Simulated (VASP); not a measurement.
# BN (Fmm2) in VASP: a series of runs

Runs on BN. Level: PBE+D3(BJ). Tasks: single point.

Program: VASP 6.6.1. These are calculated values, not measurements. Logs are shortened: lines on timing, memory, paths and dates and some standing lists are left out, and cuts for length are marked.

## (1) The cell of the first run

It takes space group Fmm2 (No. 42, orthorhombic). The conventional cell has a = 2.428 Å, b = 6.781 Å, c = 4.202 Å, α = 90.00°, β = 90.00°, γ = 90.00°. B (site symmetry mm2) has 3 N at 1.40 Å within 1.9 Å. N (site symmetry mm2) has 3 B at 1.40 Å within 1.9 Å.

## (2) Single point, PBE+D3(BJ) (strain -0.030 along x and y, -0.030 along z)

Input file INCAR:

```
PREC = Accurate
ENCUT = 520
EDIFF = 1E-7
ISMEAR = 0
SIGMA = 0.05
LREAL = F
LASPH = T
NELM = 60
ALGO = Normal
ISIF = 2
LWAVE = F
LCHARG = F
GGA = PE
IVDW = 12
NBANDS = 11
```

Input file KPOINTS:

```
regular mesh
0
Gamma
  12 12 12
```

Input file POSCAR:

```
BN
1.0
    0.0000000000      3.3904563551      2.1011085028
    1.2140831370      0.0000000000      2.1011085028
    1.2140831370      3.3904563551      0.0000000000
B N
1 1
Direct
    0.0000486500      0.0000486500      0.9999513500
    0.6666513400      0.6666513400      0.3333486600
```

Potentials or basis: VASP PAW PBE potentials, release 64 (B, N).

Launch:

```bash
$ cat potpaw_PBE.64/B/POTCAR potpaw_PBE.64/N/POTCAR > POTCAR
$ mpirun -np 1 vasp_std > vasp.out
```

OUTCAR:

```text
PREC = Accurate
   ENCUT = 520
   EDIFF = 1E-7
   ISMEAR = 0
   LREAL = F
   LASPH = T
   NELM = 60
   ISIF = 2
   GGA = PE
   IVDW = 12
 IVDW          = 12

 ion  position               nearest neighbor table
   1  0.000  0.000  1.000-   2 1.40   2 1.40   2 1.40
   2  0.667  0.667  0.333-   1 1.40   1 1.40   1 1.40

  LATTYP: Found a face centered orthorhombic cell.
 ALAT       =     2.4281662740
 B/A-ratio  =     1.7306133647
 C/A-ratio  =     2.7926064137

  Lattice vectors:

 A1 = (  -0.0000000000,   3.3904563551,   2.1011085028)
 A2 = (  -1.2140831370,   3.3904563551,   0.0000000000)
 A3 = (  -1.2140831370,   0.0000000000,   2.1011085028)

Analysis of symmetry for initial positions (statically):
=====================================================================
 Subroutine PRICEL returns:
 Original cell was already a primitive cell.

 Routine SETGRP: Setting up the symmetry group for a
 face centered orthorhombic supercell.

 Subroutine GETGRP returns: Found  4 space group operations
 (whereof  4 operations were pure point group operations)
 out of a pool of  8 trial point group operations.

The static configuration has the point symmetry C_2v.

Analysis of symmetry for dynamics (positions and initial velocities):
=====================================================================
 Subroutine PRICEL returns:
 Original cell was already a primitive cell.

 Routine SETGRP: Setting up the symmetry group for a
 face centered orthorhombic supercell.

 Subroutine GETGRP returns: Found  4 space group operations
 (whereof  4 operations were pure point group operations)
 out of a pool of  8 trial point group operations.

The dynamic configuration has the point symmetry C_2v.

 Subroutine INISYM returns: Found  4 space group operations
 (whereof  4 operations are pure point group operations),
 and found     1 'primitive' translations

----------------------------------------------------------------------------------------

                                     Primitive cell

  volume of cell :      17.2976

  direct lattice vectors                    reciprocal lattice vectors
     0.000000000  3.390456355  2.101108503    -0.411833411  0.147472773  0.237969624
     1.214083137  0.000000000  2.101108503     0.411833411 -0.147472773  0.237969624
     1.214083137  3.390456355  0.000000000     0.411833411  0.147472773 -0.237969624

  length of vectors
     3.988715487  2.426655065  3.601276463     0.497980441  0.497980441  0.497980441

  position of ions in fractional coordinates (direct lattice)
     0.000048650  0.000048650  0.999951350
     0.666651340  0.666651340  0.333348660

  ion indices of the primitive-cell ions
   primitive index   ion index
                 1           1
                 2           2

----------------------------------------------------------------------------------------

 KPOINTS: regular mesh

Automatic generation of k-mesh.
 Grid dimensions read from file:
 generate k-points for:   12   12   12

 Generating k-lattice:

  Cartesian coordinates                     Fractional coordinates (reciprocal lattice)
    -0.034319451  0.012289398  0.019830802     0.083333333  0.000000000  0.000000000
     0.034319451 -0.012289398  0.019830802     0.000000000  0.083333333 -0.000000000
     0.034319451  0.012289398 -0.019830802     0.000000000 -0.000000000  0.083333333

  Length of vectors
     0.041498370  0.041498370  0.041498370

  Shift w.r.t. Gamma in fractional coordinates (k-lattice)
     0.000000000  0.000000000  0.000000000

 Subroutine IBZKPT returns following result:
 ===========================================

 Found    280 irreducible k-points:

 Following reciprocal coordinates:
            Coordinates               Weight
  0.000000  0.000000  0.000000      1.000000
  0.083333 -0.000000 -0.000000      8.000000
  0.166667  0.000000 -0.000000      8.000000
  0.250000 -0.000000 -0.000000      8.000000
  0.333333 -0.000000 -0.000000      8.000000
  0.416667 -0.000000 -0.000000      8.000000
[... 16 lines left out ...]
  0.500000  0.166667 -0.000000      8.000000
 -0.416667  0.166667  0.000000      8.000000
 [... further k-points ...]
   k-points           NKPTS =    280   k-points in BZ     NKDIM =    280   number of bands    NBANDS=     11
   number of dos      NEDOS =    301   number of ions     NIONS =      2
   total plane-waves  NPLWV =  15120
   dimension x,y,z NGX =    30 NGY =   18 NGZ =   28
   dimension x,y,z NGXF=    60 NGYF=   36 NGZF=   56
   ions per type =               1   1
   NGX,Y,Z   is equivalent  to a cutoff of  12.50, 12.33, 12.93 a.u.
   NGXF,Y,Z  is equivalent  to a cutoff of  25.01, 24.66, 25.85 a.u.
 SYSTEM =  unknown system
   PREC   = accura    normal or accurate (medium, high low for compatibility)
   ISTART =      0    job   : 0-new  1-cont  2-samecut
   ICHARG =      2    charge: 1-file 2-atom 10-const
   ISPIN  =      1    spin polarized calculation?
   LNONCOLLINEAR =      F non collinear calculations
   LSORBIT =      F    spin-orbit coupling
   LASPH  =      T    aspherical Exc in radial PAW
   ENCUT  =  520.0 eV  38.22 Ry    6.18 a.u.   7.42  4.51  6.70*2*pi/ulx,y,z
   NELM   =     60;   NELMIN=  2; NELMDL= -5     # of ELM steps
   EDIFF  = 0.1E-06   stopping-criterion for ELM
   LREAL  =      F    real-space projection
   EDIFFG = 0.1E-05   stopping-criterion for IOM
   NSW    =      0    number of steps for IOM
   IBRION =     -1    ionic relax: 0-MD 1-quasi-New 2-CG
   NFREE  =      0    steps in history (QN), initial steepest desc. (CG)
   ISIF   =      2    stress and relaxation
   ISYM   =      2    0-nonsym 1-usesym 2-fastsym
   POTIM  = 0.5000    time-step for ionic-motion
   TEBEG  =    0.0;   TEEND  =   0.0 temperature during run
   PSTRESS=    0.0 pullay stress
   NELECT =       8.0000    total number of electrons
   NUPDOWN=      -1.0000    fix difference up-down
   EMIN   =  10.00;   EMAX   =-10.00  energy-range for DOS
   EFERMI =   0.00;   METHOD = LEGACY
   ISMEAR =     0;   SIGMA  =   0.05  broadening in eV -4-tet -1-fermi 0-gaus
   EFERMI_NEDOS =   21; number of points for ismear=-14 and -15
   IALGO  =     38    algorithm
   IMIX   =      4    mixing-type and parameters
     AMIX     =   0.40;   BMIX     =  1.00
     AMIX_MAG =   1.60;   BMIX_MAG =  1.00
  volume/ion in A,a.u.               =       8.65        58.36
  Fermi-wavevector in a.u.,A,eV,Ry     =   1.266028  2.392445 21.807767  1.602826
  Thomas-Fermi vector in A             =   2.399250
   LORBIT       =      0    0 simple, 1 ext, 2 COOP (PROOUT), +10 PAW based schemes
   GGA     = PE    functional components
   LHFCALC =     F    Hartree Fock is set to
   AEXX    =    0.0000 exact exchange contribution
   IVDW    =    12    specifies the selected vdW correction
   LEPSILON=     F    determine dielectric tensor
   LRPA    =     F    only Hartree local field effects (RPA)
 non-spin polarized calculation
 Gauss-broadening in eV      SIGMA  =   0.05
  energy-cutoff  :      520.00
  volume of cell :       17.30
 maximum number of plane-waves:       483
 NGX is ok and might be reduce to    30
   NGX = 15   NGY =  9   NGZ = 13

 number of electron       7.9999999 magnetization

 Free energy of the ion-electron system (eV)
  ---------------------------------------------------
  ext. energy  EPLUGINS =         0.00000000
  ---------------------------------------------------
  free energy    TOTEN  =       -17.42908505 eV

  energy without entropy =      -17.42908505  energy(sigma->0) =      -17.42908505

 E-fermi :   2.9359     XC(G=0): -10.1244

 val. band max:        2.6269989818   @ k =   0.5000  -0.3333   0.1667
 cond. band min:       6.5192071387   @ k =   0.0000   0.5000   0.5000
 fundamental gap:      3.8922081569
 Fermi energy:         2.9359421711

 k-point     1 :       0.0000    0.0000    0.0000
  band No.  band energies     occupation
      1     -15.8324      2.00000
      2      -2.2431      2.00000
      3       1.3130      2.00000
      4       1.3217      2.00000
      5       7.5870      0.00000
      6      14.9048      0.00000
      7      14.9730      0.00000
      8      16.7458      0.00000
      9      18.8307      0.00000
     10      29.8108      0.00000
     11      30.9447      0.00000

 k-point     2 :       0.0833   -0.0000   -0.0000
  band No.  band energies     occupation
      1     -15.6837      2.00000
      2      -2.0991      2.00000
      3       0.7333      2.00000
      4       1.0299      2.00000
      5       7.9124      0.00000
      6      14.8882      0.00000
      7      15.5728      0.00000
      8      16.1960      0.00000
      9      19.2947      0.00000
     10      29.0586      0.00000
     11      30.2135      0.00000

 k-point     3 :       0.1667    0.0000   -0.0000
  band No.  band energies     occupation
      1     -15.2454      2.00000
      2      -1.6708      2.00000
      3      -0.7414      2.00000
      4       0.3387      2.00000
      5       8.7907      0.00000
      6      14.6914      0.00000
      7      14.7869      0.00000
      8      17.3349      0.00000
      9      20.4112      0.00000
     10      26.1499      0.00000
     11      30.2453      0.00000
[... 267 lines left out ...]
 k-point    23 :       0.5000    0.1667   -0.0000
  band No.  band energies     occupation
      1     -12.4734      2.00000
      2      -5.8708      2.00000
      3      -2.9610      2.00000
      4       1.5476      2.00000
      5       8.2558      0.00000
      6      14.0877      0.00000
      7      16.5140      0.00000
      8      18.5386      0.00000
      9      21.7752      0.00000
     10      25.3005      0.00000
     11      26.4607      0.00000

 k-point    24 :      -0.4167    0.1667    0.0000
  band No.  band energies     occupation
      1     -12.0652      2.00000
      2      -6.4453      2.00000
      3      -3.1347      2.00000
      4       1.9100      2.00000
      5       7.5479      0.00000
      6      14.9478      0.00000
      7      16.7874      0.00000
      8      18.4150      0.00000
      9      21.9096      0.00000
     10      24.7243      0.00000
     11      26.4762      0.00000

 [... further k-points ...]

------------------------ aborting loop because EDIFF is reached ----------------------------------------

 Edisp (eV)   -0.29252

 E8    (eV) :    -0.0855

  FORCE on cell =-STRESS in cart. coord.  units (eV):
  Direction    XX          YY          ZZ          XY          YZ          ZX
  --------------------------------------------------------------------------------------
  -------------------------------------------------------------------------------------
  Total       4.23572    -0.09638     4.23646     0.00000     0.00000     0.00000
  in kB     392.33106    -8.92731   392.39933     0.00000     0.00000     0.00000
  external pressure =      258.60 kB  Pullay stress =        0.00 kB

 VOLUME and BASIS-vectors are now :
 -----------------------------------------------------------------------------
  energy-cutoff  :      520.00
  volume of cell :       17.30
      direct lattice vectors                 reciprocal lattice vectors
     0.000000000  3.390456355  2.101108503    -0.411833411  0.147472773  0.237969624
     1.214083137  0.000000000  2.101108503     0.411833411 -0.147472773  0.237969624
     1.214083137  3.390456355  0.000000000     0.411833411  0.147472773 -0.237969624

 POSITION                                       TOTAL-FORCE (eV/Angst)
 -----------------------------------------------------------------------------------
      1.21408      3.39046      0.00020         0.000000      0.000000      0.013971
      1.21408      3.39046      2.80141         0.000000      0.000000     -0.013971
 -----------------------------------------------------------------------------------
    total drift:                               -0.000005     -0.000010      0.000021

  FREE ENERGIE OF THE ION-ELECTRON SYSTEM (eV)
  ---------------------------------------------------
  free  energy   TOTEN  =       -17.7216034636 eV

  energy  without entropy=      -17.7216034636  energy(sigma->0) =      -17.72160346
```

It took 72 s on 1 thread of AMD EPYC 7R13 (Zen 3), shared host; peak memory 0.15 GiB.

What came out:

```
Free energy                : -17.7216 eV
Pressure                   : 25.9 GPa
Largest force              : 0.014 eV/Å
Band gap on the k mesh     : 3.89 eV, indirect (least direct gap 4.77 eV)
Dispersion energy per atom : -0.146 eV
```

Forces on the atoms (eV/Å):
```
B    0.000  0.000  0.014
N    0.000  0.000 -0.014
```

Caveat: the cell differs from its parent crystal (strain -0.030 along x and y, -0.030 along z). A k mesh can miss the band edges.

## (3) Single point, PBE+D3(BJ) (strain -0.030 along x and y, -0.015 along z)

Input file INCAR:

```
SYSTEM = BN
PREC = Accurate
ENCUT = 520
EDIFF = 1E-6
ISMEAR = 0
SIGMA = 0.05
LREAL = .False.
LASPH = .True.
NELM = 80
ALGO = Normal
ISIF = 2
LWAVE = .False.
LCHARG = .False.
GGA = PE
IVDW = 12
NBANDS = 11
```

Input file KPOINTS:

```
regular mesh
0
Gamma
  12 12 12
  0 0 0
```

Input file POSCAR:

```
BN
1.0
    0.0000000000      3.3904563551      2.1335998714
    1.2140831370      0.0000000000      2.1335998714
    1.2140831370      3.3904563551      0.0000000000
B N
1 1
Direct
    0.0000486500      0.0000486500      0.9999513500
    0.6666513400      0.6666513400      0.3333486600
```

Potentials or basis: VASP PAW PBE potentials, release 64 (B, N).

Launch:

```bash
$ cat potpaw_PBE.64/B/POTCAR potpaw_PBE.64/N/POTCAR > POTCAR
$ mpirun -np 1 vasp_std > vasp.out
```

OUTCAR:

```text
SYSTEM = BN
   PREC = Accurate
   ENCUT = 520
   EDIFF = 1E-6
   ISMEAR = 0
   LREAL = .False.
   LASPH = .True.
   NELM = 80
   ISIF = 2
   GGA = PE
   IVDW = 12
 IVDW          = 12

 ion  position               nearest neighbor table
   1  0.000  0.000  1.000-   2 1.41   2 1.41   2 1.42
   2  0.667  0.667  0.333-   1 1.41   1 1.41   1 1.42

  LATTYP: Found a face centered orthorhombic cell.
 ALAT       =     2.4281662740
 B/A-ratio  =     1.7573754271
 C/A-ratio  =     2.7926064137

  Lattice vectors:

 A1 = (   0.0000000000,   3.3904563551,   2.1335998714)
 A2 = (  -1.2140831370,   3.3904563551,   0.0000000000)
 A3 = (  -1.2140831370,   0.0000000000,   2.1335998714)

Analysis of symmetry for initial positions (statically):
=====================================================================
 Subroutine PRICEL returns:
 Original cell was already a primitive cell.

 Routine SETGRP: Setting up the symmetry group for a
 face centered orthorhombic supercell.

 Subroutine GETGRP returns: Found  4 space group operations
 (whereof  4 operations were pure point group operations)
 out of a pool of  8 trial point group operations.

[... 175 lines left out ...]
      4       1.2319      2.00000
      5       7.5004      0.00000
      6      14.3891      0.00000
      7      14.8522      0.00000
      8      16.3733      0.00000
      9      18.3406      0.00000
     10      29.2696      0.00000
     11      30.7473      0.00000
[... 309 lines left out ...]
 k-point    24 :      -0.4167    0.1667    0.0000
  band No.  band energies     occupation
      1     -12.0774      2.00000
      2      -6.4287      2.00000
      3      -3.2507      2.00000
      4       1.8668      2.00000
      5       7.3991      0.00000
      6      14.5474      0.00000
      7      16.4328      0.00000
      8      18.2045      0.00000
      9      21.7565      0.00000
     10      24.1417      0.00000
     11      26.2366      0.00000

 [... further k-points ...]

------------------------ aborting loop because EDIFF is reached ----------------------------------------

 Edisp (eV)   -0.28833

 E8    (eV) :    -0.0842

  FORCE on cell =-STRESS in cart. coord.  units (eV):
  Direction    XX          YY          ZZ          XY          YZ          ZX
  --------------------------------------------------------------------------------------
  -------------------------------------------------------------------------------------
  Total       3.87284    -0.08194     2.46604     0.00000     0.00000     0.00000
  in kB     353.25713    -7.47423   224.93715     0.00000     0.00000     0.00000
  external pressure =      190.24 kB  Pullay stress =        0.00 kB

 VOLUME and BASIS-vectors are now :
 -----------------------------------------------------------------------------
  energy-cutoff  :      520.00
  volume of cell :       17.57
      direct lattice vectors                 reciprocal lattice vectors
     0.000000000  3.390456355  2.133599871    -0.411833411  0.147472773  0.234345721
     1.214083137  0.000000000  2.133599871     0.411833411 -0.147472773  0.234345721
     1.214083137  3.390456355  0.000000000     0.411833411  0.147472773 -0.234345721

 POSITION                                       TOTAL-FORCE (eV/Angst)
 -----------------------------------------------------------------------------------
      1.21408      3.39046      0.00021         0.000000      0.000000     -0.261602
      1.21408      3.39046      2.84473         0.000000      0.000000      0.261602
 -----------------------------------------------------------------------------------
    total drift:                               -0.000006     -0.000011      0.000222

  FREE ENERGIE OF THE ION-ELECTRON SYSTEM (eV)
  ---------------------------------------------------
  free  energy   TOTEN  =       -17.7731536795 eV

  energy  without entropy=      -17.7731536795  energy(sigma->0) =      -17.77315368
```

OSZICAR:

```text
N       E                     dE             d eps       ncg     rms          rms(c)
DAV:   1     0.138894812789E+02    0.13889E+02   -0.46722E+03  6320   0.688E+02
DAV:   2    -0.187872388806E+02   -0.32677E+02   -0.31369E+02  7292   0.165E+02
DAV:   3    -0.195428064467E+02   -0.75557E+00   -0.75447E+00  7475   0.230E+01
DAV:   4    -0.195450776904E+02   -0.22712E-02   -0.22712E-02  6812   0.139E+00
DAV:   5    -0.195450875527E+02   -0.98623E-05   -0.98622E-05  7453   0.815E-02    0.845E+00
DAV:   6    -0.177302711628E+02    0.18148E+01   -0.52892E+00  6943   0.132E+01    0.390E+00
DAV:   7    -0.175272405245E+02    0.20303E+00   -0.33223E-01  7099   0.415E+00    0.234E+00
DAV:   8    -0.174837884940E+02    0.43452E-01   -0.13075E-01  7270   0.224E+00    0.293E-01
DAV:   9    -0.174843271803E+02   -0.53869E-03   -0.28566E-03  6760   0.446E-01    0.153E-01
DAV:  10    -0.174847912911E+02   -0.46411E-03   -0.57305E-04  6965   0.172E-01    0.268E-02
DAV:  11    -0.174848211687E+02   -0.29878E-04   -0.53227E-05  7275   0.508E-02    0.224E-02
DAV:  12    -0.174848217263E+02   -0.55758E-06   -0.98039E-06  6891   0.211E-02
   1 F= -.17773154E+02 E0= -.17773154E+02  d E =-.185065E-23
```

Wall time 54 s (1 thread of AMD EPYC 7R13 (Zen 3), shared host); peak memory 0.15 GiB.

What came out:

```
Free energy                : -17.7732 eV
Pressure                   : 19.0 GPa
Largest force              : 0.262 eV/Å
Band gap on the k mesh     : 3.78 eV, indirect (least direct gap 4.73 eV)
Dispersion energy per atom : -0.144 eV
```

Forces in eV/Å, atoms in the order of the input:
```
B    0.000  0.000 -0.262
N    0.000  0.000  0.262
```

Stress tensor (GPa, compression positive):
```
35.33  0.00  0.00
 0.00 -0.75  0.00
 0.00  0.00 22.49
```

Caveat: the cell differs from its parent crystal (strain -0.030 along x and y, -0.015 along z). A k mesh can miss the band edges.

(Part 1 of 2 ends here.)
